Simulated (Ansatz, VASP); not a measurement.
Two plane-wave programs on C

INCAR

```
SYSTEM = C
PREC = Accurate ; ENCUT = 600
EDIFF = 1E-6 ; ISMEAR = 0
SIGMA = 0.1 ; LREAL = .False.
LASPH = .True. ; NELM = 200
ALGO = Normal ; ISIF = 2
LWAVE = .False. ; LCHARG = .False.
ISPIN = 2 ; MAGMOM = 1 1 1 1 1 1 1 1
LORBIT = 11 ; GGA = PE
NBANDS = 30 ; GGA_COMPAT = .False.
```

File KPOINTS:

```
Automatic mesh
0
Gamma
  6 6 6
  0 0 0
```

POSCAR

```
C
1.0
   -3.0954292900      3.0954292900      2.0620170100
    3.0954292900     -3.0954292900      2.0620170100
    3.0954292900      3.0954292900     -2.0620170100
C
8
Direct
    0.8332684200      0.0000000600      0.8332683600
    0.1667317000      0.0000000600      0.1667316400
    0.7500000600      0.4167317000      0.6667316400
    0.7500000600      0.0832684200      0.3332683600
    0.5832683000      0.2499999400      0.3332683600
    0.9167315800      0.2499999400      0.6667316400
    0.9999999400      0.8332683000      0.8332683600
    0.9999999400      0.1667315800      0.1667316400
```

Input for Ansatz:

```yaml
crystal:
  lattice:
    - [-3.09542929, 3.09542929, 2.06201701]
    - [3.09542929, -3.09542929, 2.06201701]
    - [3.09542929, 3.09542929, -2.06201701]
  atoms:
    - { symbol: C, position: [0.83326842, 6.0e-08, 0.83326836], spin: 1.0 }
    - { symbol: C, position: [0.1667317, 6.0e-08, 0.16673164], spin: 1.0 }
    - { symbol: C, position: [0.75000006, 0.4167317, 0.66673164], spin: 1.0 }
    - { symbol: C, position: [0.75000006, 0.08326842, 0.33326836], spin: 1.0 }
    - { symbol: C, position: [0.5832683, 0.24999994, 0.33326836], spin: 1.0 }
    - { symbol: C, position: [0.91673158, 0.24999994, 0.66673164], spin: 1.0 }
    - { symbol: C, position: [0.99999994, 0.8332683, 0.83326836], spin: 1.0 }
    - { symbol: C, position: [0.99999994, 0.16673158, 0.16673164], spin: 1.0 }
basis:
  ecutwfc: 420
kpoints:
  mp_grid: { grid: [6, 6, 6] }
hamiltonian:
  xc: pbe
scf:
  occupations: { method: gaussian, width: 0.1 }
  lower_state_search: "off"
output:
  forces: true
  stress: true
  eigenvalues: true
  populations: true
magnetization:
  spin_polarized: true
```

Alike in both runs: task single point; functional PBE; k mesh 6 × 6 × 6; occupations gaussian, width 0.1 eV; collinear spin.

```csv
,VASP,Ansatz
version,VASP 6.6.1,Ansatz 0.2.0
potentials or method,"VASP PAW PBE potentials, release 64 (C), cutoff 600 eV","scalar-relativistic, plane waves, PAW"
valence electrons in the cell,32,32
```

Ansatz gave:

- gap on the k mesh at the Fermi level (eV): none
- pressure (GPa): 4.8
- traceless stress, the component that is largest in VASP (GPa): -28.38
- rms of the force components (eV/Å): 3.350
- net moment per atom (μB): 0.00

**Question.** Which values does VASP return?

**Answer.** gap on the k mesh at the Fermi level (eV): none; pressure (GPa): 4.9; traceless stress, the component that is largest in VASP (GPa): -28.71; rms of the force components (eV/Å): 3.352; net moment per atom (μB): 0.00.

Atom by atom the forces differ by 0.032 eV/Å (rms over components). A gap of «none» marks a metal or a gap that the smearing closes. Ansatz's warnings: seeded moment not kept.
